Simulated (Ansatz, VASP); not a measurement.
## Two plane-wave programs on Al2Cu

INCAR

```
  PREC = Accurate
  ENCUT = 520
  EDIFF = 1E-6
  ISMEAR = 0
  SIGMA = 0.15
  LREAL = F
  LASPH = T
  NELM = 60
  ALGO = Fast
  ISIF = 2
  LWAVE = F
  LCHARG = F
  GGA = PE
  NBANDS = 16
```

File KPOINTS:

```
regular mesh
0
Gamma
  10 10 14
```

POSCAR

```
Al2Cu
1.0
    4.1211626268      0.0000000000      0.0000000000
    0.0000000000      4.1211626268      0.0000000000
    0.0000000000      0.0000000000      2.8847334069
Al Cu
2 1
Direct
    0.5045231003      0.0078152784      0.5000000000
   -0.0592065934      0.4655437038      0.5000000000
    0.0232185310      0.0113117371      0.0000000000
```

Input for Ansatz:

```yaml
crystal:
  lattice:
    - [4.1211626268, 0.0, 0.0]
    - [0.0, 4.1211626268, 0.0]
    - [0.0, 0.0, 2.8847334069]
  atoms:
    - { symbol: Al, position: [0.5045231003, 0.0078152784, 0.5] }
    - { symbol: Al, position: [-0.0592065934, 0.4655437038, 0.5] }
    - { symbol: Cu, position: [0.023218531, 0.0113117371, 0.0] }
basis:
  ecutwfc: 520.0
kpoints:
  mp_grid: { grid: [10, 10, 14] }
hamiltonian:
  xc: pbe
  pseudopotentials: { kind: paw, azcp: { folder: soft_1 } }
scf:
  occupations: { method: gaussian, width: 0.15 }
output:
  forces: true
  stress: true
  eigenvalues: true
```

Change from the starting cell: mode 4 frozen in at -0.244 Å and mode 9 at -0.142 Å (largest displacements).

Alike in both runs: task single point; functional PBE; k mesh 10 × 10 × 14; occupations gaussian, width 0.15 eV; no spin polarisation.

|  | VASP | Ansatz |
| --- | --- | --- |
| version | VASP 6.6.1 | Ansatz 0.2.0 |
| potentials or method | VASP PAW PBE potentials, release 64 (Al, Cu), cutoff 520 eV | scalar-relativistic, plane waves, PAW |
| valence electrons in the cell | 17 | 25 |

```tsv
	VASP	Ansatz	Ansatz less VASP
gap on the k mesh at the Fermi level (eV)	none	none	-
pressure (GPa)	3.0	2.4	-0.59
traceless stress, the component that is largest in VASP (GPa)	1.25	1.25	-0.002
rms of the force components (eV/Å)	0.743	0.742	-0.0010
```

Atom by atom the forces differ by 0.005 eV/Å (rms over components). A gap of «none» marks a metal or a gap that the smearing closes. VASP's potentials hold 17 valence electrons a cell and Ansatz's 25, so a difference there can come from the potentials and not from the codes.
